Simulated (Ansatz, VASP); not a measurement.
One calculation of Sn3H, two programs

File INCAR:

```
PREC = Accurate
ENCUT = 600
EDIFF = 1E-6
ISMEAR = 0
SIGMA = 0.1
LREAL = F
LASPH = T
NELM = 100
ALGO = Normal
ISIF = 3
LWAVE = F
LCHARG = F
GGA = PE
IBRION = 2
NSW = 100
EDIFFG = -0.01
```

The input KPOINTS:

```
regular mesh
0
Gamma
  12 12 12
```

POSCAR

```
Sn3H
1.0
   -2.9717411012      2.9717411012      2.9717411012
    2.9717411012     -2.9717411012      2.9717411012
    2.9717411012      2.9717411012     -2.9717411012
Sn H
3 1
Direct
    0.0000000000      0.5000000000      0.5000000000
    0.5000000000      0.0000000000      0.5000000000
    0.5000000000      0.5000000000      0.0000000000
    0.0000000000      0.0000000000      0.0000000000
```

Input for Ansatz:

```yaml
crystal:
  lattice:
    - [-2.9717411012, 2.9717411012, 2.9717411012]
    - [2.9717411012, -2.9717411012, 2.9717411012]
    - [2.9717411012, 2.9717411012, -2.9717411012]
  atoms:
    - { symbol: Sn, position: [0.0, 0.5, 0.5] }
    - { symbol: Sn, position: [0.5, 0.0, 0.5] }
    - { symbol: Sn, position: [0.5, 0.5, 0.0] }
    - { symbol: H, position: [0.0, 0.0, 0.0] }
basis:
  ecutwfc: 420
kpoints:
  mp_grid: { grid: [12, 12, 12] }
hamiltonian:
  xc: pbe
scf:
  occupations: { method: gaussian, width: 0.1 }
output:
  forces: true
  stress: true
  eigenvalues: true
relax:
  adjacent_minimum: "off"
  f_tol: 0.01
  max_steps: 80
  cell: { stress_tol: 0.05 }
```

Change from the starting cell: species swapped into the Sb3Au type (Im-3m, No. 229).

Alike in both runs: task relaxation of cell and atoms; functional PBE; k mesh 12 × 12 × 12; occupations gaussian, width 0.1 eV; no spin polarisation.

|  | VASP | Ansatz |
| --- | --- | --- |
| version | VASP 6.6.1 | Ansatz 0.2.0 |
| potentials or method | VASP PAW PBE potentials, release 64 (Sn_d, H), cutoff 600 eV | scalar-relativistic, plane waves, PAW |
| valence electrons in the cell | 43 | 43 |

```tsv
	VASP	Ansatz	Ansatz less VASP
gap on the k mesh at the Fermi level, each at its own relaxed structure (eV)	none	none	-
relaxed volume (Å³/atom)	26.20	26.18	-0.013
relaxed cell length with the largest relative difference (Å)	5.144	5.143	-0.0008
```

A gap of «none» marks a metal or a gap that the smearing closes.
